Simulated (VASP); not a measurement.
# Pd (P6_3/mmc) in VASP: notebook, part 2 of 2

VASP 6.6.1. Earlier steps stand in the parts before.

**4. Single point, r2SCAN, collinear spin (13.84 Å³/atom)**

This run uses another cell than the first one, of 13.84 Å³/atom.

Input file POSCAR:

```
Pd
1.0
    2.6730903087      0.0000000000      0.0000000000
   -1.3365451544      2.3149641140      0.0000000000
    0.0000000000      0.0000000000      4.4724584584
Pd
2
Direct
    0.3333333333      0.6666666667      0.2500000000
    0.6666666667      0.3333333333      0.7500000000
```

Input file INCAR.step1:

```
SYSTEM = Pd
ALGO = Normal
EDIFF = 1E-4
ENCUT = 520
GGA = PE
ISMEAR = -1
ISPIN = 2
LASPH = .TRUE.
LCHARG = .FALSE.
LMAXMIX = 4
LREAL = .FALSE.
LWAVE = .TRUE.
MAGMOM = 0.44 0.44
NBANDS = 21
NELM = 150
PREC = Accurate
SIGMA = 0.05
```

Input file INCAR.step2:

```
SYSTEM = Pd
ALGO = Normal
EDIFF = 1E-6
ENCUT = 520
ISIF = 2
ISMEAR = -1
ISPIN = 2
ISTART = 1
LASPH = .TRUE.
LCHARG = .FALSE.
LMAXMIX = 4
LMIXTAU = .TRUE.
LORBIT = 11
LREAL = .FALSE.
LWAVE = .FALSE.
MAGMOM = 0.44 0.44
METAGGA = R2SCAN
NBANDS = 21
NELM = 150
PREC = Accurate
SIGMA = 0.05
```

Input file KPOINTS:

```
k-points
0
G
  15 15 8
  0 0 0
```

Potentials or basis: VASP PAW PBE potentials, release 64 (Pd).

Started as:

```bash
> cat potpaw_PBE.64/Pd/POTCAR > POTCAR
> cp INCAR.step1 INCAR
> mpirun -np 1 vasp_std > vasp.out
> cp INCAR.step2 INCAR
> mpirun -np 1 vasp_std > vasp.out
```

OUTCAR:

```text
SYSTEM = Pd
   EDIFF = 1E-6
   ENCUT = 520
   ISIF = 2
   ISMEAR = -1
   ISPIN = 2
   ISTART = 1
   LASPH = .TRUE.
   LORBIT = 11
   LREAL = .FALSE.
   METAGGA = R2SCAN
   NELM = 150
   PREC = Accurate

 ion  position               nearest neighbor table
   1  0.333  0.667  0.250-   2 2.72   2 2.72   2 2.72   2 2.72   2 2.72   2 2.72
   2  0.667  0.333  0.750-   1 2.72   1 2.72   1 2.72   1 2.72   1 2.72   1 2.72

  LATTYP: Found a hexagonal cell.
 ALAT       =     2.6730903087
 C/A-ratio  =     1.6731415485

  Lattice vectors:

 A1 = (   2.6730903087,   0.0000000000,   0.0000000000)
 A2 = (  -1.3365451544,   2.3149641140,   0.0000000000)
 A3 = (   0.0000000000,   0.0000000000,   4.4724584584)

Analysis of symmetry for initial positions (statically):
=====================================================================
 Subroutine PRICEL returns:
 Original cell was already a primitive cell.

 Routine SETGRP: Setting up the symmetry group for a
 hexagonal supercell.

 Subroutine GETGRP returns: Found 24 space group operations
 (whereof 12 operations were pure point group operations)
 out of a pool of 24 trial point group operations.

The static configuration has the point symmetry D_3d.
 The point group associated with its full space group is D_6h.

Analysis of symmetry for dynamics (positions and initial velocities):
=====================================================================
 Subroutine PRICEL returns:
 Original cell was already a primitive cell.

 Routine SETGRP: Setting up the symmetry group for a
 hexagonal supercell.

 Subroutine GETGRP returns: Found 24 space group operations
 (whereof 12 operations were pure point group operations)
 out of a pool of 24 trial point group operations.

The dynamic configuration has the point symmetry D_3d.
 The point group associated with its full space group is D_6h.

Analysis of structural, dynamic, and magnetic symmetry:
=====================================================================
 Subroutine PRICEL returns:
 Original cell was already a primitive cell.
[... 152 lines left out ...]
  ---------------------------------------------------
  free energy    TOTEN  =       -45.72620781 eV

  energy without entropy =      -45.70466180  energy(sigma->0) =      -45.71543481

 E-fermi :  10.7899     XC(G=0): -14.6069

 val. band max:       10.7886659444   @ k =   0.2667   0.1333   0.2500
 cond. band min:      10.7898738681   @ k =   0.3333   0.3333   0.5000
 fundamental gap:      0.0012079237
 Fermi energy:        10.7898508332

 spin component 1

 k-point     1 :       0.0000    0.0000    0.0000
  band No.  band energies     occupation
      1       3.0156      1.00000
      2       4.6039      1.00000
      3       7.0965      1.00000
      4       7.3839      1.00000
      5       7.3839      1.00000
      6       7.7779      1.00000
[... 565 lines left out ...]
     20      32.5597      0.00000
     21      32.5734      0.00000

 [... further k-points ...]

 spin component 2

 k-point     1 :       0.0000    0.0000    0.0000
  band No.  band energies     occupation
      1       2.9954      1.00000
      2       4.8962      1.00000
      3       7.5708      1.00000
      4       7.8082      1.00000
      5       7.8082      1.00000
      6       8.2158      1.00000
[... 565 lines left out ...]
     20      33.5847      0.00000
     21      33.5986      0.00000

 [... further k-points ...]

------------------------ aborting loop because EDIFF is reached ----------------------------------------

  FORCE on cell =-STRESS in cart. coord.  units (eV):
  Direction    XX          YY          ZZ          XY          YZ          ZX
  --------------------------------------------------------------------------------------
  -------------------------------------------------------------------------------------
  Total        3.5402666      3.5402666      3.2806577     -0.0000000     -0.0000000      0.0000000
  in kB      204.9473646    204.9473646    189.9185071     -0.0000000     -0.0000000      0.0000000
  external PRESSURE =     199.9377454 kB  Pullay stress =       0.0000000 kB

 VOLUME and BASIS-vectors are now :
 -----------------------------------------------------------------------------
  energy-cutoff  :      520.00
  volume of cell :       27.68
      direct lattice vectors                 reciprocal lattice vectors
     2.673090309  0.000000000  0.000000000     0.374098846  0.215986070  0.000000000
    -1.336545154  2.314964114  0.000000000     0.000000000  0.431972139  0.000000000
     0.000000000  0.000000000  4.472458458     0.000000000  0.000000000  0.223590674

 POSITION                                       TOTAL-FORCE (eV/Angst)
 -----------------------------------------------------------------------------------
     -0.00000      1.54331      1.11811        -0.000000     -0.000000      0.000000
      1.33655      0.77165      3.35434         0.000000      0.000000      0.000000
 -----------------------------------------------------------------------------------
    total drift:                               -0.000000      0.000000     -0.000000

  FREE ENERGIE OF THE ION-ELECTRON SYSTEM (eV)
  ---------------------------------------------------
  free  energy   TOTEN  =       -45.7262078141 eV

  energy  without entropy=      -45.7046618039  energy(sigma->0) =      -45.71543481

 total charge

# of ion       s       p       d       tot
------------------------------------------
    1        0.546   0.530   8.550   9.626
    2        0.546   0.530   8.550   9.626
--------------------------------------------------
tot          1.092   1.061  17.099  19.252

 magnetization (x)

# of ion       s       p       d       tot
------------------------------------------
    1       -0.001  -0.016   0.420   0.404
    2       -0.001  -0.016   0.420   0.404
--------------------------------------------------
tot         -0.001  -0.031   0.841   0.808
```

OUTCAR.step1:

```text
SYSTEM = Pd
   EDIFF = 1E-4
   ENCUT = 520
   GGA = PE
   ISMEAR = -1
   ISPIN = 2
   LASPH = .TRUE.
   LREAL = .FALSE.
[... 1396 lines left out ...]
     -0.00000      1.54331      1.11811        -0.000000      0.000000      0.000000
      1.33655      0.77165      3.35434         0.000000     -0.000000      0.000000
 -----------------------------------------------------------------------------------
    total drift:                               -0.000000      0.000000     -0.000000

  FREE ENERGIE OF THE ION-ELECTRON SYSTEM (eV)
  ---------------------------------------------------
  free  energy   TOTEN  =       -10.1923615265 eV

  energy  without entropy=      -10.1562670932  energy(sigma->0) =      -10.17431431
```

It took 13 min on 1 thread of Intel Xeon 8259CL, shared host; peak memory 0.24 GiB.

Results:

```yaml
Free_energy: -45.7262 eV
Pressure: 20.0 GPa
Net_moment: 0.80 μB per cell
Site_moments: Pd +0.40 μB
Valence_electrons_inside_the_program's_atomic_spheres: Pd 9.63
```

Levels at points of the mesh, in eV from the Fermi level:
Spin up:
```tsv
k point	band 8	band 9	band 10	band 11	band 12	band 13
(0.00, 0.00, 0.00)	-2.15	-2.15	-0.55	-0.55	0.87	7.66
(0.00, 0.00, 0.50)	-3.44	-1.07	-1.07	-1.07	-1.07	15.12
```
Spin down:
```tsv
k point	band 8	band 9	band 10	band 11	band 12	band 13
(0.00, 0.00, 0.00)	-1.81	-1.81	-0.17	-0.17	0.82	7.95
(0.00, 0.00, 0.50)	-3.03	-0.69	-0.69	-0.69	-0.69	15.22
```

Caveat: the cell stands under pressure; the PAW data sets were made with another functional, which shifts forces and pressure a little.

**5. Summary**

```tsv
cell	k mesh	gap on the mesh (eV)	pressure (GPa)	moment (μB)
a = 2.748, b = 2.748, c = 4.599 Å, angles 90.0, 90.0, 120.0°, 2 atoms	13 × 13 × 7	none	0.7	0.79
a = 2.634, b = 2.634, c = 4.407 Å, angles 90.0, 90.0, 120.0°, 2 atoms	15 × 15 × 8	none	34.2	0.78
a = 2.673, b = 2.673, c = 4.472 Å, angles 90.0, 90.0, 120.0°, 2 atoms	15 × 15 × 8	none	20.0	0.80
```

Alike in all rows: task single point; level r2SCAN; potentials or basis VASP PAW PBE potentials, release 64 (Pd); spin collinear; cutoff (eV) 520; smearing fermi-dirac 0.05 eV.

Caveats: the PAW data sets were made with another functional, which shifts forces and pressure a little; the cell stands under pressure (at least some runs).

Total energies depend on the potentials used, so only differences within one code and one set of settings carry meaning.

The gap in the log of VASP goes by the Fermi energy; the results here count the filled bands.